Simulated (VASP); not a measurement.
Ta2N:

```xyz
3
Lattice="3.1538 0.0000 0.0000 -1.5769 2.7313 0.0000 0.0000 0.0000 4.9339" Properties=species:S:1:pos:R:3 pbc="T T T"
Ta    0.0000    1.8209    1.2567
Ta    1.5769    0.9104    3.6772
N     0.0000    0.0000    0.0000
```

Base run:

```yaml
Program: VASP 6.6.1
Functional: r2SCAN
Potentials_or_basis: VASP PAW PBE potentials, release 64 (Ta_pv, N)
Cutoff: 520 eV
k_mesh: 10 × 10 × 6
Occupations: fermi-dirac, width 0.05 eV
Spin: no spin polarisation
```

Its results: pressure -14.3 GPa; largest force 0.034 eV/Å.

Task: The run is repeated on the same cell with these changes: functional from r2SCAN to PBEsol; further incar settings from ALGO = Normal; EDIFF = 1e-07; NBANDS = 20 to ALGO = Normal; EDIFF = 1e-06; NBANDS = 20. What comes out?

Result: Pressure -18.2 GPa; largest force 0.450 eV/Å.

Caveats: the PAW data sets were made with another functional, which shifts forces and pressure a little.
